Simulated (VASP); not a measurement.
# BN (Fmm2) in VASP: a series of runs

Aim: see how the results for BN move with the level of theory and the settings. Levels: PBEsol, LDA, r2SCAN. Tasks: single point.

Program: VASP 6.6.1. These are calculated values, not measurements. Logs are shortened: lines on timing, memory, paths and dates and some standing lists are left out, and cuts for length are marked.

## 1. The cell of the first run

The structure is orthorhombic, space group Fmm2 (No. 42). The conventional cell has a = 2.536 Å, b = 7.083 Å, c = 4.389 Å, α = 90.00°, β = 90.00°, γ = 90.00°. N (site symmetry mm2) has 3 B at 1.46 Å within 2.0 Å. B (site symmetry mm2) has 3 N at 1.46 Å within 2.0 Å.

## 2. Single point, PBEsol (9.86 Å³/atom)

File INCAR:

```
ALGO = Normal
EDIFF = 1E-6
ENCUT = 520
GGA = PS
ISIF = 2
ISMEAR = -1
LASPH = T
LCHARG = F
LREAL = F
LWAVE = F
NBANDS = 11
NELM = 60
PREC = Accurate
SIGMA = 0.05
```

File KPOINTS:

```
k-points
0
Gamma
  13 13 13
```

File POSCAR:

```
BN
1.0
    0.0000000000      3.5413121025      2.1945957093
    1.2681028322      0.0000000000      2.1945957093
    1.2681028322      3.5413121025      0.0000000000
N B
1 1
Direct
    0.6666513400      0.6666513400      0.3333486600
    0.0000486500      0.0000486500      0.9999513500
```

Potentials or basis: VASP PAW PBE potentials, release 64 (N, B).

Command:

```console
> cat potpaw_PBE.64/N/POTCAR potpaw_PBE.64/B/POTCAR > POTCAR
> mpirun -np 1 vasp_std > vasp.out
```

OUTCAR:

```text
EDIFF = 1E-6
   ENCUT = 520
   GGA = PS
   ISIF = 2
   ISMEAR = -1
   LASPH = T
   LREAL = F
   NELM = 60
   PREC = Accurate

 ion  position               nearest neighbor table
   1  0.667  0.667  0.333-   2 1.46   2 1.46   2 1.46
   2  0.000  0.000  1.000-   1 1.46   1 1.46   1 1.46

  LATTYP: Found a face centered orthorhombic cell.
 ALAT       =     2.5362056644
 B/A-ratio  =     1.7306133648
 C/A-ratio  =     2.7926064138

  Lattice vectors:

 A1 = (   0.0000000000,   3.5413121025,   2.1945957093)
 A2 = (  -1.2681028322,   3.5413121025,   0.0000000000)
 A3 = (  -1.2681028322,   0.0000000000,   2.1945957093)

Analysis of symmetry for initial positions (statically):
=====================================================================
 Subroutine PRICEL returns:
 Original cell was already a primitive cell.

 Routine SETGRP: Setting up the symmetry group for a
 face centered orthorhombic supercell.

 Subroutine GETGRP returns: Found  4 space group operations
 (whereof  4 operations were pure point group operations)
 out of a pool of  8 trial point group operations.

The static configuration has the point symmetry C_2v.

Analysis of symmetry for dynamics (positions and initial velocities):
=====================================================================
 Subroutine PRICEL returns:
 Original cell was already a primitive cell.

 Routine SETGRP: Setting up the symmetry group for a
 face centered orthorhombic supercell.

 Subroutine GETGRP returns: Found  4 space group operations
 (whereof  4 operations were pure point group operations)
 out of a pool of  8 trial point group operations.

The dynamic configuration has the point symmetry C_2v.

 Subroutine INISYM returns: Found  4 space group operations
 (whereof  4 operations are pure point group operations),
 and found     1 'primitive' translations

----------------------------------------------------------------------------------------

                                     Primitive cell

  volume of cell :      19.7108

  direct lattice vectors                    reciprocal lattice vectors
     0.000000000  3.541312103  2.194595709    -0.394289790  0.141190605  0.227832397
     1.268102832  0.000000000  2.194595709     0.394289790 -0.141190605  0.227832397
     1.268102832  3.541312103  0.000000000     0.394289790  0.141190605 -0.227832397

  length of vectors
     4.166190314  2.534627215  3.761512488     0.476767057  0.476767057  0.476767057

  position of ions in fractional coordinates (direct lattice)
     0.666651340  0.666651340  0.333348660
     0.000048650  0.000048650  0.999951350

  ion indices of the primitive-cell ions
   primitive index   ion index
                 1           1
                 2           2

----------------------------------------------------------------------------------------

 KPOINTS: k-points

Automatic generation of k-mesh.
 Grid dimensions read from file:
 generate k-points for:   13   13   13

 Generating k-lattice:

  Cartesian coordinates                     Fractional coordinates (reciprocal lattice)
    -0.030329984  0.010860816  0.017525569     0.076923077  0.000000000  0.000000000
     0.030329984 -0.010860816  0.017525569    -0.000000000  0.076923077 -0.000000000
     0.030329984  0.010860816 -0.017525569     0.000000000  0.000000000  0.076923077

  Length of vectors
     0.036674389  0.036674389  0.036674389

  Shift w.r.t. Gamma in fractional coordinates (k-lattice)
     0.000000000  0.000000000  0.000000000

 Subroutine IBZKPT returns following result:
 ===========================================

 Found    343 irreducible k-points:

 Following reciprocal coordinates:
            Coordinates               Weight
  0.000000  0.000000  0.000000      1.000000
  0.076923  0.000000  0.000000      8.000000
  0.153846  0.000000  0.000000      8.000000
  0.230769  0.000000  0.000000      8.000000
  0.307692  0.000000  0.000000      8.000000
  0.384615  0.000000  0.000000      8.000000
[... 16 lines left out ...]
  0.384615  0.153846  0.000000      8.000000
  0.461538  0.153846  0.000000      8.000000
 [... further k-points ...]
   k-points           NKPTS =    343   k-points in BZ     NKDIM =    343   number of bands    NBANDS=     11
   number of dos      NEDOS =    301   number of ions     NIONS =      2
   total plane-waves  NPLWV =  17920
   dimension x,y,z NGX =    32 NGY =   20 NGZ =   28
   dimension x,y,z NGXF=    64 NGYF=   40 NGZF=   56
   ions per type =               1   1
   NGX,Y,Z   is equivalent  to a cutoff of  12.77, 13.12, 12.38 a.u.
   NGXF,Y,Z  is equivalent  to a cutoff of  25.54, 26.24, 24.75 a.u.
 SYSTEM =  unknown system
   PREC   = accura    normal or accurate (medium, high low for compatibility)
   ISTART =      0    job   : 0-new  1-cont  2-samecut
   ICHARG =      2    charge: 1-file 2-atom 10-const
   ISPIN  =      1    spin polarized calculation?
   LNONCOLLINEAR =      F non collinear calculations
   LSORBIT =      F    spin-orbit coupling
   LASPH  =      T    aspherical Exc in radial PAW
   ENCUT  =  520.0 eV  38.22 Ry    6.18 a.u.   7.75  4.71  6.99*2*pi/ulx,y,z
   NELM   =     60;   NELMIN=  2; NELMDL= -5     # of ELM steps
   EDIFF  = 0.1E-05   stopping-criterion for ELM
   LREAL  =      F    real-space projection
   EDIFFG = 0.1E-04   stopping-criterion for IOM
   NSW    =      0    number of steps for IOM
   IBRION =     -1    ionic relax: 0-MD 1-quasi-New 2-CG
   NFREE  =      0    steps in history (QN), initial steepest desc. (CG)
   ISIF   =      2    stress and relaxation
   ISYM   =      2    0-nonsym 1-usesym 2-fastsym
   POTIM  = 0.5000    time-step for ionic-motion
   TEBEG  =    0.0;   TEEND  =   0.0 temperature during run
   PSTRESS=    0.0 pullay stress
   NELECT =       8.0000    total number of electrons
   NUPDOWN=      -1.0000    fix difference up-down
   EMIN   =  10.00;   EMAX   =-10.00  energy-range for DOS
   EFERMI =   0.00;   METHOD = LEGACY
   ISMEAR =    -1;   SIGMA  =   0.05  broadening in eV -4-tet -1-fermi 0-gaus
   EFERMI_NEDOS =   21; number of points for ismear=-14 and -15
   IALGO  =     38    algorithm
   IMIX   =      4    mixing-type and parameters
     AMIX     =   0.40;   BMIX     =  1.00
     AMIX_MAG =   1.60;   BMIX_MAG =  1.00
  volume/ion in A,a.u.               =       9.86        66.51
  Fermi-wavevector in a.u.,A,eV,Ry     =   1.212096  2.290530 19.989370  1.469177
  Thomas-Fermi vector in A             =   2.347591
   LORBIT       =      0    0 simple, 1 ext, 2 COOP (PROOUT), +10 PAW based schemes
   GGA     = PS    functional components
   LHFCALC =     F    Hartree Fock is set to
   AEXX    =    0.0000 exact exchange contribution
   IVDW    =     0    specifies the selected vdW correction
   LEPSILON=     F    determine dielectric tensor
   LRPA    =     F    only Hartree local field effects (RPA)
 non-spin polarized calculation
  energy-cutoff  :      520.00
  volume of cell :       19.71
 maximum number of plane-waves:       542
   NGX = 15   NGY =  9   NGZ = 13

 number of electron       8.0000000 magnetization

 Free energy of the ion-electron system (eV)
  ---------------------------------------------------
  ext. energy  EPLUGINS =         0.00000000
  ---------------------------------------------------
  free energy    TOTEN  =       -18.26729122 eV

  energy without entropy =      -18.26729122  energy(sigma->0) =      -18.26729122

 E-fermi :   2.6425     XC(G=0):  -9.7994

 val. band max:        1.6339239523   @ k =   0.4615  -0.3846   0.1538
 cond. band min:       5.4007097513   @ k =   0.0000   0.4615   0.4615
 fundamental gap:      3.7667857989
 Fermi energy:         2.6424938610

 k-point     1 :       0.0000    0.0000    0.0000
  band No.  band energies     occupation
      1     -15.9481      2.00000
      2      -2.7151      2.00000
      3       0.2006      2.00000
      4       0.2072      2.00000
      5       6.2616      0.00000
      6      12.7863      0.00000
      7      12.8432      0.00000
      8      14.1139      0.00000
      9      15.3251      0.00000
     10      26.3514      0.00000
     11      27.5685      0.00000

 k-point     2 :       0.0769    0.0000    0.0000
  band No.  band energies     occupation
      1     -15.8329      2.00000
      2      -2.6033      2.00000
      3      -0.2727      2.00000
      4      -0.0128      2.00000
      5       6.5286      0.00000
      6      12.7465      0.00000
      7      13.2920      0.00000
      8      13.7207      0.00000
      9      15.7131      0.00000
     10      26.2467      0.00000
     11      26.6957      0.00000

 k-point     3 :       0.1538    0.0000    0.0000
  band No.  band energies     occupation
      1     -15.4933      2.00000
      2      -2.2712      2.00000
      3      -1.4895      2.00000
      4      -0.5517      2.00000
      5       7.2401      0.00000
      6      12.5344      0.00000
      7      12.6893      0.00000
      8      14.6390      0.00000
      9      16.6792      0.00000
     10      23.8262      0.00000
     11      27.4228      0.00000

 k-point     4 :       0.2308    0.0000    0.0000
  band No.  band energies     occupation
      1     -14.9493      2.00000
      2      -3.0826      2.00000
      3      -1.7057      2.00000
      4      -1.2058      2.00000
      5       8.2135      0.00000
      6      11.1670      0.00000
      7      12.4198      0.00000
      8      16.5780      0.00000
      9      17.8941      0.00000
     10      21.7093      0.00000
     11      26.3655      0.00000
[... 239 lines left out ...]
 k-point    22 :       0.3077    0.1538    0.0000
  band No.  band energies     occupation
      1     -14.6507      2.00000
      2      -3.5307      2.00000
      3      -2.0166      2.00000
      4      -1.2001      2.00000
      5       8.5496      0.00000
      6      10.6550      0.00000
      7      13.3527      0.00000
      8      15.5779      0.00000
      9      19.2950      0.00000
     10      20.6835      0.00000
     11      25.7721      0.00000

 k-point    23 :       0.3846    0.1538    0.0000
  band No.  band energies     occupation
      1     -13.9752      2.00000
      2      -4.7969      2.00000
      3      -2.8321      2.00000
      4      -0.4616      2.00000
      5       8.6821      0.00000
      6      10.2846      0.00000
      7      13.6673      0.00000
      8      16.5769      0.00000
      9      18.6206      0.00000
     10      21.1647      0.00000
     11      25.0072      0.00000

 k-point    24 :       0.4615    0.1538    0.0000
  band No.  band energies     occupation
      1     -13.2572      2.00000
      2      -6.0140      2.00000
      3      -3.3865      2.00000
      4       0.3366      2.00000
      5       7.3326      0.00000
      6      11.5187      0.00000
      7      13.8647      0.00000
      8      16.9327      0.00000
      9      18.4730      0.00000
     10      22.1759      0.00000
     11      23.8934      0.00000

 [... further k-points ...]

------------------------ aborting loop because EDIFF is reached ----------------------------------------

  FORCE on cell =-STRESS in cart. coord.  units (eV):
  Direction    XX          YY          ZZ          XY          YZ          ZX
  --------------------------------------------------------------------------------------
  -------------------------------------------------------------------------------------
  Total       -1.4117518     -0.0079956     -1.4052355      0.0000000      0.0000000      0.0000000
  in kB     -114.7534491     -0.6499153   -114.2237686      0.0000000      0.0000000      0.0000000
  external PRESSURE =     -76.5423777 kB  Pullay stress =       0.0000000 kB

 VOLUME and BASIS-vectors are now :
 -----------------------------------------------------------------------------
  energy-cutoff  :      520.00
  volume of cell :       19.71
      direct lattice vectors                 reciprocal lattice vectors
     0.000000000  3.541312103  2.194595709    -0.394289790  0.141190605  0.227832397
     1.268102832  0.000000000  2.194595709     0.394289790 -0.141190605  0.227832397
     1.268102832  3.541312103  0.000000000     0.394289790  0.141190605 -0.227832397

 POSITION                                       TOTAL-FORCE (eV/Angst)
 -----------------------------------------------------------------------------------
      1.26810      3.54131      2.92606         0.000000      0.000000     -0.008323
      1.26810      3.54131      0.00021         0.000000      0.000000      0.008323
 -----------------------------------------------------------------------------------
    total drift:                                0.000004      0.000000     -0.000037

  FREE ENERGIE OF THE ION-ELECTRON SYSTEM (eV)
  ---------------------------------------------------
  free  energy   TOTEN  =       -18.2672912198 eV

  energy  without entropy=      -18.2672912198  energy(sigma->0) =      -18.26729122
```

Wall time 29 s (1 thread of Intel Xeon 6975P-C (Granite Rapids), shared host); peak memory 0.19 GiB.

Results:

```yaml
Free_energy: -18.2673 eV
Pressure: -7.7 GPa
Largest_force: 0.008 eV/Å
Band_gap_on_the_k_mesh: 3.77 eV (least direct gap 4.50 eV)
```

Forces in eV/Å, atoms in the order of the input:
```
N    0.000  0.000 -0.008
B    0.000  0.000  0.008
```

Caveat: the stress differs along the axes, from -11 to -0 GPa; the PAW data sets were made with another functional, which shifts forces and pressure a little. A k mesh can miss the band edges.

## 3. Single point, LDA (10.04 Å³/atom)

This run uses another cell than the first one, of 10.04 Å³/atom.

File INCAR:

```
SYSTEM = BN
PREC = Accurate
ENCUT = 520
EDIFF = 1E-6
ISMEAR = -1
SIGMA = 0.05
LREAL = .False.
LASPH = .True.
NELM = 60
ALGO = Normal
ISIF = 2
LWAVE = .False.
LCHARG = .True.
GGA = CA
LELF = .True.
LVHAR = .True.
NBANDS = 11
```

File KPOINTS:

```
Automatic mesh
0
Gamma
  13 13 13
  0 0 0
```

File POSCAR:

```
BN
1.0
    0.0000000000      3.5638688387      2.2085744028
    1.2761801381      0.0000000000      2.2085744028
    1.2761801381      3.5638688387      0.0000000000
N B
1 1
Direct
    0.6666513400      0.6666513400      0.3333486600
    0.0000486500      0.0000486500      0.9999513500
```

Potentials or basis: VASP PAW LDA potentials, release 64 (N, B).

Command:

```console
> cat potpaw_LDA.64/N/POTCAR potpaw_LDA.64/B/POTCAR > POTCAR
> mpirun -np 1 vasp_std > vasp.out
```

OUTCAR:

```text
SYSTEM = BN
   PREC = Accurate
   ENCUT = 520
   EDIFF = 1E-6
   ISMEAR = -1
   LREAL = .False.
   LASPH = .True.
   NELM = 60
   ISIF = 2
   GGA = CA

 ion  position               nearest neighbor table
   1  0.667  0.667  0.333-   2 1.47   2 1.47   2 1.47
   2  0.000  0.000  1.000-   1 1.47   1 1.47   1 1.47

  LATTYP: Found a face centered orthorhombic cell.
 ALAT       =     2.5523602762
 B/A-ratio  =     1.7306133647
 C/A-ratio  =     2.7926064137

[... 522 lines left out ...]
 [... further k-points ...]

------------------------ aborting loop because EDIFF is reached ----------------------------------------

  FORCE on cell =-STRESS in cart. coord.  units (eV):
  Direction    XX          YY          ZZ          XY          YZ          ZX
  --------------------------------------------------------------------------------------
  -------------------------------------------------------------------------------------
  Total       -2.8537550     -0.1712260     -2.8459331      0.0000000      0.0000000      0.0000000
  in kB     -227.5891477    -13.6554042   -226.9653386      0.0000000      0.0000000      0.0000000
  external PRESSURE =    -156.0699635 kB  Pullay stress =       0.0000000 kB

 VOLUME and BASIS-vectors are now :
 -----------------------------------------------------------------------------
  energy-cutoff  :      520.00
  volume of cell :       20.09
      direct lattice vectors                 reciprocal lattice vectors
     0.000000000  3.563868839  2.208574403    -0.391794219  0.140296970  0.226390381
     1.276180138  0.000000000  2.208574403     0.391794219 -0.140296970  0.226390381
     1.276180138  3.563868839  0.000000000     0.391794219  0.140296970 -0.226390381

 POSITION                                       TOTAL-FORCE (eV/Angst)
 -----------------------------------------------------------------------------------
      1.27618      3.56387      2.94470         0.000000      0.000000     -0.007921
      1.27618      3.56387      0.00021         0.000000      0.000000      0.007921
 -----------------------------------------------------------------------------------
    total drift:                               -0.000002      0.000003      0.000038

  FREE ENERGIE OF THE ION-ELECTRON SYSTEM (eV)
  ---------------------------------------------------
  free  energy   TOTEN  =       -19.2094966483 eV

  energy  without entropy=      -19.2094966483  energy(sigma->0) =      -19.20949665
```

OSZICAR:

```text
N       E                     dE             d eps       ncg     rms          rms(c)
DAV:   1     0.114546752429E+02    0.11455E+02   -0.44963E+03  7690   0.671E+02
DAV:   2    -0.202629240515E+02   -0.31718E+02   -0.30470E+02  8952   0.146E+02
DAV:   3    -0.210270792916E+02   -0.76416E+00   -0.76292E+00  9290   0.207E+01
DAV:   4    -0.210293268690E+02   -0.22476E-02   -0.22475E-02  8300   0.134E+00
DAV:   5    -0.210293385212E+02   -0.11652E-04   -0.11652E-04  9237   0.811E-02    0.748E+00
DAV:   6    -0.194296353560E+02    0.15997E+01   -0.58367E+00  8017   0.128E+01    0.330E+00
DAV:   7    -0.192670942946E+02    0.16254E+00   -0.15322E-01  8899   0.285E+00    0.200E+00
DAV:   8    -0.192099173287E+02    0.57177E-01   -0.14066E-01  8794   0.218E+00    0.217E-01
DAV:   9    -0.192094819702E+02    0.43536E-03   -0.26391E-03  8302   0.400E-01    0.125E-01
DAV:  10    -0.192094936389E+02   -0.11669E-04   -0.21852E-04  8806   0.124E-01    0.202E-02
DAV:  11    -0.192094968444E+02   -0.32055E-05   -0.15671E-05  8865   0.250E-02    0.152E-02
DAV:  12    -0.192094966483E+02    0.19612E-06   -0.34607E-06  8482   0.114E-02
   1 F= -.19209497E+02 E0= -.19209497E+02  d E =-.422554E-10
```

stdout:

```text
POSCAR found type information on POSCAR N B
 POSCAR found :  2 types and       2 ions
 scaLAPACK will be used
 LDA part: xc-table for (Slater(with rela. corr.)+CA(PZ))
 , standard interpolation
 POSCAR, INCAR and KPOINTS ok, starting setup
 FFT: planning ... GRIDC
 FFT: planning ... GRID_SOFT
 FFT: planning ... GRID
 WAVECAR not read
 entering main loop
```

Wall time 27 s (1 thread of Intel Xeon 6975P-C (Granite Rapids), shared host); peak memory 0.18 GiB.

What came out:

```
Free energy            : -19.2095 eV
Pressure               : -15.6 GPa
Largest force          : 0.008 eV/Å
Band gap on the k mesh : 3.66 eV (least direct gap 4.37 eV)
```

Forces on the atoms (eV/Å):
```
N    0.000  0.000 -0.008
B    0.000  0.000  0.008
```

Caveat: the stress differs along the axes, from -23 to -1 GPa. A k mesh can miss the band edges.

(Part 1 of 2 ends here.)
